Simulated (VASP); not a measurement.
Here is a VASP 6.6.1 calculation.

INCAR

```
SYSTEM = H6C2SO2
PREC = Accurate
ENCUT = 520
EDIFF = 1E-7
ISMEAR = -1
SIGMA = 0.02
LREAL = Auto
LASPH = .True.
NELM = 80
ALGO = Normal
ISIF = 2
LWAVE = .False.
LCHARG = .False.
GGA = PE
IVDW = 12
NBANDS = 70
```

The input KPOINTS:

```
regular mesh
0
Gamma
  1 1 1
  0 0 0
```

File POSCAR:

```
H6C2SO2
1.0
    7.9264080000      0.0000000000      0.0000000000
    0.0000000000      7.9264080000      0.0000000000
    0.0000000000      0.0000000000      7.9264080000
C H S O
6 18 3 6
Direct
    0.6631250877      0.1107311155      0.9361869841
    0.7752187372     -0.0143823028      0.8354225521
    0.5780550282      0.9328437295      0.3689943793
    0.5475115588      0.8312087897      0.2047964223
    0.0099540675      0.4261577249      0.2753958666
   -0.0976861146      0.5530500070      0.1656361873
    0.7102082053      0.1994472149      1.0333558404
    0.5947839173      0.1584576519      0.8227560327
    0.5594589630      0.0475751437      1.0096250407
    0.7170334911     -0.0573021222      0.7264703003
    0.9030319913      0.0034567991      0.7875824712
    0.8251656993     -0.1101255449      0.9107025528
    0.7170587232      0.9034230890      0.4072462583
    0.5731978470      1.0706615153      0.3450743388
    0.4946124398      0.8865680394      0.4580763443
    0.5987327425      0.6988159075      0.1907799851
    0.4000172588      0.8250900029      0.1687775850
    0.6199655632      0.8731697889      0.0830262586
    0.0850574434      0.4974762843      0.4042941014
   -0.0640643278      0.3292664218      0.3079326727
    0.0929172457      0.3416806200      0.2117604847
   -0.1114249986      0.6834495524      0.2025255324
   -0.0459350566      0.5723778034      0.0375958442
   -0.2186362347      0.5028128756      0.1715278850
    0.1148817977      0.8046141455      0.7560927976
    0.4776943100      0.5089190463      0.9642577066
    0.1354207353      0.9971982265      0.1728273387
    0.2304322462      0.8122468589      0.6004485260
    0.0224187299      0.6516192454      0.7727333743
    0.4389504048      0.6656987629      0.8591028875
    0.3692719325      0.4815295907      1.1005867980
    0.0874166457      1.0052851178      0.3506254031
    0.0312499685      1.0475362863      0.0312373524
```

Potentials or basis: VASP PAW PBE potentials, release 64 (C, H, S, O).

The run is started by

```sh
$ cat potpaw_PBE.64/C/POTCAR potpaw_PBE.64/H/POTCAR potpaw_PBE.64/S/POTCAR potpaw_PBE.64/O/POTCAR > POTCAR
$ mpirun -np 1 vasp_gam > vasp.out
```

**Question.** Estimate the band gap on the k mesh.

**Answer.** 2.43 eV.

**Question.** What does it give for the pressure?

**Answer.** 0.1 GPa.

Stress tensor (GPa, compression positive):
```
 0.86  1.91 -0.44
 1.91  1.19 -1.48
-0.44 -1.48 -1.64
```

Caveat: the k points lie up to 0.79 Å⁻¹ apart.
